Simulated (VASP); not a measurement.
Crystal: TiPt3.

```
Ti Pt
1.0
     3.92453    0.00000    0.00000
     0.00000    3.92453    0.00000
     0.00000    0.00000    3.92453
Ti Pt
1 3
Direct
  0.00000 0.00000 0.00000
  0.50000 0.50000 0.00000
  0.50000 0.00000 0.50000
  0.00000 0.50000 0.50000
```

```yaml
Program: VASP 6.6.1
Task: relaxation of cell and atoms
Functional: PBE
Potentials_or_basis: VASP PAW PBE potentials, release 64 (Ti_sv, Pt)
Cutoff: 500 eV
k_mesh: 4 × 4 × 4
Occupations: gaussian, width 0.1 eV
Spin: no spin polarisation
```

At the start: pressure 3.8 GPa; volume 15.11 Å³/atom.

Where does the relaxation end?

Over 3 steps the energy falls by 2.6 meV/atom and the volume is 15.34 Å³/atom (+1.5 %); space group Pm-3m (No. 221, to 0.05 Å).

The path:
| step | energy change (eV) | largest force (eV/Å) | pressure (GPa) | volume (Å³) |
| --- | --- | --- | --- | --- |
| 1 | 0.0000 | 0.0000 | 3.76 | 60.45 |
| 2 | 0.0457 | 0.0000 | -7.76 | 63.60 |
| 3 | -0.0106 | 0.0000 | -0.03 | 61.38 |

Final structure:
```xyz
4
Lattice="3.9446 0.0000 0.0000 0.0000 3.9446 0.0000 0.0000 0.0000 3.9446" Properties=species:S:1:pos:R:3 pbc="T T T"
Ti    0.0000    0.0000    0.0000
Pt    1.9723    1.9723    0.0000
Pt    1.9723    0.0000    1.9723
Pt    0.0000    1.9723    1.9723
```

Caveat: the k points lie up to 0.40 Å⁻¹ apart in the final cell.
